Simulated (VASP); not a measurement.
Crystal: K3HF4.

```
CELL_PARAMETERS angstrom
3.67552 0.00000 0.00000
0.00000 3.67868 0.00000
0.00000 0.00000 10.14879
ATOMIC_POSITIONS crystal
K 0.00000 0.00000 0.70201
K 0.00000 0.00000 0.29799
K 0.50000 0.00000 0.00000
H 0.50000 0.50000 0.50000
F 0.00000 0.50000 0.10801
F 0.50000 0.50000 0.22379
F 0.00000 0.50000 0.89199
F 0.50000 0.50000 0.77621
```

The cell was generated, and may not be a known phase.

```yaml
Program: VASP 6.6.1
Task: relaxation of cell and atoms
Functional: PBE
Potentials_or_basis: VASP PAW PBE potentials, release 64 (K_sv, H_h, F_h)
Cutoff: 1350 eV
k_mesh: 3 × 3 × 2
Occupations: gaussian, width 0.15 eV
Spin: no spin polarisation
```

At the start: pressure 3.4 GPa; volume 17.15 Å³/atom.

Question: Where does the relaxation end?

Answer: Over 33 steps the energy falls by 1021.4 meV/atom and the volume is 17.80 Å³/atom (+3.8 %); space group Pmmm (No. 47, to 0.1 Å) before and after.

The path:
```csv
step,energy change (eV),largest force (eV/Å),pressure (GPa),volume (Å³)
1,0.0000,1.3474,3.43,137.22
2,-0.5086,1.1149,1.02,144.52
3,-0.8426,0.9229,-1.05,154.75
4,-0.8878,0.8753,-1.63,159.03
5,-1.0930,0.8720,-1.01,154.89
6,-1.4417,0.9385,1.91,142.83
7,-1.6153,0.9566,1.80,143.27
8,-2.2177,1.3734,1.35,144.55
9,-4.0560,2.8000,-0.49,147.04
10,-3.8257,10.3217,12.37,151.76
11,-5.1570,3.0697,-0.70,147.94
12,-6.4543,3.0003,1.69,149.88
13,-6.4566,3.3038,2.65,150.19
14,-6.4677,3.1513,2.14,150.03
15,-6.5261,3.2292,2.58,150.49
16,-6.5379,3.2785,2.93,150.79
17,-6.6226,3.1401,2.64,151.15
18,-6.8493,2.7521,1.84,152.24
19,-7.1931,2.0859,0.54,154.40
20,-7.5352,1.1076,-1.18,158.73
21,-7.5721,0.8327,-1.59,160.37
22,-7.5753,0.7442,-1.72,160.96
23,-7.6215,0.7190,-1.69,159.65
24,-7.7495,0.6364,-1.55,155.75
25,-7.9507,0.5216,-1.09,148.14
26,-8.0565,0.8597,0.87,133.60
27,-8.0751,0.6244,0.09,137.91
28,-8.1103,0.5607,1.42,136.18
29,-8.1140,0.3029,1.09,136.57
30,-8.1482,0.1623,0.65,138.63
31,-8.1686,0.1225,0.08,141.83
32,-8.1688,0.1218,0.04,142.09
33,-8.1712,0.0466,-0.09,142.39
```

Final structure:
```xyz
8
Lattice="3.5645 0.0000 0.0000 0.0000 3.4544 0.0000 0.0000 0.0000 11.5639" Properties=species:S:1:pos:R:3 pbc="T T T"
K     0.0000    0.0000    8.1781
K     0.0000    0.0000    3.3858
K     1.7823    0.0000    0.0000
H     1.7823    1.7272    5.7820
F     0.0000    1.7272    1.5426
F     1.7823    1.7272    4.6311
F     0.0000    1.7272   10.0213
F     1.7823    1.7272    6.9328
```

Caveat: the k points lie up to 0.61 Å⁻¹ apart in the final cell; the relaxation stopped at a loose force limit of 0.08 eV/Å, so its end isn't a converged minimum.
